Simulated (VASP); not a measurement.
Wanted: the native input for a VASP 6.6.1 run.

* Task: single point
* Functional: r2SCAN0
* Potentials or basis: VASP PAW PBE potentials, release 64 (Zn, O)
* Cutoff: 520 eV
* k mesh: 5 × 5 × 5
* Occupations: fermi-dirac, width 0.05 eV
* Spin: no spin polarisation
* Dipole correction: no
* Grid for exact exchange (PRECFOCK): Normal
* Further INCAR settings: ALGO = Normal; EDIFF = 1e-07; NBANDS = 16
* Share of exact exchange: 0.25

The system is ZnO.

```
CELL_PARAMETERS angstrom
2.68821 0.00000 0.00000
0.00000 2.68821 0.00000
0.00000 0.00000 2.68821
ATOMIC_POSITIONS crystal
Zn 0.00000 0.00000 0.00000
O 0.50000 0.50000 0.50000
```

The input as run:

POSCAR

```
ZnO
1.0
    2.6882100000      0.0000000000      0.0000000000
    0.0000000000      2.6882100000      0.0000000000
    0.0000000000      0.0000000000      2.6882100000
Zn O
1 1
Direct
    0.0000000000      0.0000000000      0.0000000000
    0.5000000000      0.5000000000      0.5000000000
```

INCAR.step1

```
PREC = Accurate
ENCUT = 520
EDIFF = 1E-5
ISMEAR = -1
SIGMA = 0.05
LREAL = F
LASPH = T
NELM = 100
ALGO = Normal
ISIF = 2
LWAVE = T
LCHARG = F
GGA = PE
NBANDS = 16
```

INCAR.step2

```
PREC = Accurate
ENCUT = 520
EDIFF = 1E-7
ISMEAR = -1
SIGMA = 0.05
LREAL = F
LASPH = T
NELM = 100
ALGO = Normal
ISIF = 2
LWAVE = F
LCHARG = F
METAGGA = R2SCAN
LHFCALC = T
AEXX = 0.25
LMIXTAU = T
PRECFOCK = Normal
ISTART = 1
NBANDS = 16
```

KPOINTS

```
regular mesh
0
Gamma
  5 5 5
```

Potentials or basis: VASP PAW PBE potentials, release 64 (Zn, O).

The run is started by

```bash
$ cat potpaw_PBE.64/Zn/POTCAR potpaw_PBE.64/O/POTCAR > POTCAR
$ cp INCAR.step1 INCAR
$ mpirun -np 1 vasp_std > vasp.out
$ cp INCAR.step2 INCAR
$ mpirun -np 1 vasp_std > vasp.out
```

It gave:

| Property | Result |
| --- | --- |
| Pressure | -11.9 GPa |
| Band gap on the k mesh | 1.76 eV (least direct gap 2.89 eV) |

Caveat: the k points lie up to 0.47 Å⁻¹ apart; the PAW data sets were made with another functional, which shifts forces and pressure a little; an odd mesh through Γ misses points on the zone boundary, where band edges can lie.

Wall time 8.3 min on 1 thread of Intel Xeon 6975P-C, with other jobs on the host, peak memory 0.14 GiB.
